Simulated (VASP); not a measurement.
# Pb (Im-3m) in VASP: a series of runs, part 2 of 2

VASP 6.6.1. The steps go on from the part before.

## Step 3: Single point, PBE

This run uses another cell than the first one, of 30.72 Å³/atom.

INCAR

```
ALGO = Normal
EDIFF = 1E-6
ENCUT = 520
GGA = PE
ISIF = 2
ISMEAR = -1
LASPH = T
LCHARG = F
LREAL = F
LWAVE = F
NBANDS = 13
NELM = 100
PREC = Accurate
SIGMA = 0.06122561905347299
```

KPOINTS

```
k-points
0
Gamma
  13 13 13
```

POSCAR

```
Pb
1.0
   -1.9729386258      1.9729386258      1.9729386258
    1.9729386258     -1.9729386258      1.9729386258
    1.9729386258      1.9729386258     -1.9729386258
Pb
1
Direct
    0.0000000000      0.0000000000      0.0000000000
```

Potentials or basis: VASP PAW PBE potentials, release 64 (Pb_d).

Launch:

```console
$ cat potpaw_PBE.64/Pb_d/POTCAR > POTCAR
$ mpirun -np 1 vasp_std > vasp.out
```

OUTCAR:

```text
EDIFF = 1E-6
   ENCUT = 520
   GGA = PE
   ISIF = 2
   ISMEAR = -1
   LASPH = T
   LREAL = F
   NELM = 100
   PREC = Accurate

 ion  position               nearest neighbor table
   1  0.000  0.000  0.000-

  LATTYP: Found a body centered cubic cell.
 ALAT       =     3.9458772516

  Lattice vectors:

 A1 = (  -1.9729386258,   1.9729386258,   1.9729386258)
 A2 = (   1.9729386258,  -1.9729386258,   1.9729386258)
 A3 = (   1.9729386258,   1.9729386258,  -1.9729386258)

Analysis of symmetry for initial positions (statically):
=====================================================================
 Subroutine PRICEL returns:
 Original cell was already a primitive cell.

 Routine SETGRP: Setting up the symmetry group for a
 body centered cubic supercell.

 Subroutine GETGRP returns: Found 48 space group operations
 (whereof 48 operations were pure point group operations)
 out of a pool of 48 trial point group operations.

The static configuration has the point symmetry O_h .

Analysis of symmetry for dynamics (positions and initial velocities):
=====================================================================
 Subroutine PRICEL returns:
 Original cell was already a primitive cell.

 Routine SETGRP: Setting up the symmetry group for a
 body centered cubic supercell.

 Subroutine GETGRP returns: Found 48 space group operations
 (whereof 48 operations were pure point group operations)
 out of a pool of 48 trial point group operations.

The dynamic configuration has the point symmetry O_h .

 Subroutine INISYM returns: Found 48 space group operations
 (whereof 48 operations are pure point group operations),
 and found     1 'primitive' translations

----------------------------------------------------------------------------------------

                                     Primitive cell

  volume of cell :      30.7186
[... 112 lines left out ...]
   GGA     = PE    functional components
   LHFCALC =     F    Hartree Fock is set to
   AEXX    =    0.0000 exact exchange contribution
   IVDW    =     0    specifies the selected vdW correction
   LEPSILON=     F    determine dielectric tensor
   LRPA    =     F    only Hartree local field effects (RPA)
 non-spin polarized calculation
  energy-cutoff  :      520.00
  volume of cell :       30.72
 maximum number of plane-waves:       847
 NGX is ok and might be reduce to    28
   NGX = 13   NGY = 13   NGZ = 13

 number of electron      14.0000004 magnetization

 Free energy of the ion-electron system (eV)
  ---------------------------------------------------
  ext. energy  EPLUGINS =         0.00000000
  ---------------------------------------------------
  free energy    TOTEN  =        -3.52238286 eV

  energy without entropy =       -3.51536032  energy(sigma->0) =       -3.51887159

 E-fermi :   7.1539     XC(G=0): -10.1263

 val. band max:        7.1481256334   @ k =  -0.4615   0.4615   0.3846
 cond. band min:       7.2158056752   @ k =  -0.4615  -0.4615   0.2308
 fundamental gap:      0.0676800418
 Fermi energy:         7.1539106015

 k-point     1 :       0.0000    0.0000    0.0000
  band No.  band energies     occupation
      1      -9.9830      2.00000
      2      -9.9830      2.00000
      3      -9.9830      2.00000
      4      -9.7516      2.00000
      5      -9.7516      2.00000
      6      -4.5329      2.00000
      7      14.6673      0.00000
      8      14.6673      0.00000
      9      14.6673      0.00000
     10      18.2311      0.00000
     11      18.2311      0.00000
     12      18.2311      0.00000
     13      18.8125      0.00000
[... 354 lines left out ...]
  band No.  band energies     occupation
      1     -10.0250      2.00000
      2      -9.9611      2.00000
      3      -9.7796      2.00000
      4      -9.7590      2.00000
      5      -9.7301      2.00000
      6      -2.4422      2.00000
      7       6.5564      1.99988
      8      10.1913      0.00000
      9      11.4384      0.00000
     10      17.1862      0.00000
     11      18.1734      0.00000
     12      19.6204      0.00000
     13      21.1498      0.00000

 [... further k-points ...]

------------------------ aborting loop because EDIFF is reached ----------------------------------------

  FORCE on cell =-STRESS in cart. coord.  units (eV):
  Direction    XX          YY          ZZ          XY          YZ          ZX
  --------------------------------------------------------------------------------------
  -------------------------------------------------------------------------------------
  Total        0.2985232      0.2985232      0.2985232      0.0000000     -0.0000000     -0.0000000
  in kB       15.5699779     15.5699779     15.5699779      0.0000000     -0.0000000     -0.0000000
  external PRESSURE =      15.5699779 kB  Pullay stress =       0.0000000 kB

 VOLUME and BASIS-vectors are now :
 -----------------------------------------------------------------------------
  energy-cutoff  :      520.00
  volume of cell :       30.72
      direct lattice vectors                 reciprocal lattice vectors
    -1.972938626  1.972938626  1.972938626     0.000000000  0.253429069  0.253429069
     1.972938626 -1.972938626  1.972938626     0.253429069  0.000000000  0.253429069
     1.972938626  1.972938626 -1.972938626     0.253429069  0.253429069  0.000000000

 POSITION                                       TOTAL-FORCE (eV/Angst)
 -----------------------------------------------------------------------------------
      0.00000      0.00000      0.00000        -0.000000      0.000000     -0.000000
 -----------------------------------------------------------------------------------
    total drift:                               -0.000000     -0.000000     -0.000000

  FREE ENERGIE OF THE ION-ELECTRON SYSTEM (eV)
  ---------------------------------------------------
  free  energy   TOTEN  =        -3.5223828597 eV

  energy  without entropy=       -3.5153603164  energy(sigma->0) =       -3.51887159
```

OSZICAR:

```text
N       E                     dE             d eps       ncg     rms          rms(c)
DAV:   1     0.106164677270E+03    0.10616E+03   -0.72163E+03  2219   0.126E+03
DAV:   2     0.155667210302E+01   -0.10461E+03   -0.10123E+03  2279   0.311E+02
DAV:   3    -0.341375606198E+01   -0.49704E+01   -0.49371E+01  2755   0.724E+01
DAV:   4    -0.352936214326E+01   -0.11561E+00   -0.11558E+00  2594   0.119E+01
DAV:   5    -0.353419407392E+01   -0.48319E-02   -0.48318E-02  2981   0.223E+00    0.526E-01
DAV:   6    -0.352466718342E+01    0.95269E-02   -0.13651E-02  2727   0.202E+00    0.262E-01
DAV:   7    -0.352243485739E+01    0.22323E-02   -0.59415E-03  2858   0.125E+00    0.896E-02
DAV:   8    -0.352238581695E+01    0.49040E-04   -0.43909E-04  2808   0.326E-01    0.100E-02
DAV:   9    -0.352238344689E+01    0.23701E-05   -0.11619E-05  3134   0.565E-02    0.498E-03
DAV:  10    -0.352238285972E+01    0.58716E-06   -0.11516E-06  2381   0.955E-03
   1 F= -.35223829E+01 E0= -.35188716E+01  d E =-.702254E-02
```

Wall time 18 s (1 thread of Intel Xeon Platinum 8488C (Sapphire Rapids), shared host); peak memory 0.17 GiB.

What came out:

```
Free energy            : -3.5224 eV
Pressure               : 1.6 GPa
Band gap on the k mesh : zero (bands 7 and 8 overlap by 9.43 eV)
```

Levels at points of the mesh, in eV from the Fermi level:
| k point | band 3 | band 4 | band 5 | band 6 | band 7 | band 8 | band 9 | band 10 | band 11 | band 12 |
| --- | --- | --- | --- | --- | --- | --- | --- | --- | --- | --- |
| (0.00, 0.00, 0.00) | -17.14 | -16.91 | -16.91 | -11.69 | 7.51 | 7.51 | 7.51 | 11.08 | 11.08 | 11.08 |

Caveat: spin-orbit coupling is left out, which moves the levels of the heavy elements.

## Step 4: Single point, PBE

This run uses another cell than the first one, of 30.72 Å³/atom.

INCAR

```
SYSTEM = Pb
PREC     = Accurate       ! precision mode
ENCUT    = 520            ! plane-wave cutoff, eV
EDIFF    = 1E-6           ! SCF threshold, eV
ISMEAR   = -1             ! smearing method
SIGMA    = 0.06122561905347299 ! smearing width, eV
LREAL    = .FALSE.        ! projectors in reciprocal space
LASPH    = .TRUE.         ! aspherical terms in the spheres
NELM     = 100            ! most SCF steps
ALGO     = Normal         ! electronic algorithm
ISIF     = 2              ! what is computed and relaxed
LWAVE    = .FALSE.        ! write WAVECAR
LCHARG   = .FALSE.        ! write CHGCAR
GGA      = PE             ! functional
NBANDS   = 13             ! bands
```

KPOINTS

```
Automatic mesh
0
G
  13 13 13
  0 0 0
```

POSCAR is that of step 3.

Launch:

```console
$ cat potpaw_PBE.64/Pb_d/POTCAR > POTCAR
$ mpirun -np 1 vasp_std > vasp.out
```

It took 15 s on 1 thread of Intel Xeon Platinum 8488C (Sapphire Rapids), shared host; peak memory 0.17 GiB.

The run converged. Its results:

```yaml
Free_energy: -3.5224 eV
Pressure: 1.6 GPa
Band_gap_on_the_k_mesh: zero (bands 7 and 8 overlap by 9.43 eV)
```

Levels at points of the mesh, in eV from the Fermi level:
| k point | band 4 | band 5 | band 6 | band 7 | band 8 | band 9 | band 10 | band 11 |
| --- | --- | --- | --- | --- | --- | --- | --- | --- |
| (0.00, 0.00, 0.00) | -16.91 | -16.91 | -11.69 | 7.51 | 7.51 | 7.51 | 11.08 | 11.08 |

Caveat: spin-orbit coupling is left out, which moves the levels of the heavy elements.
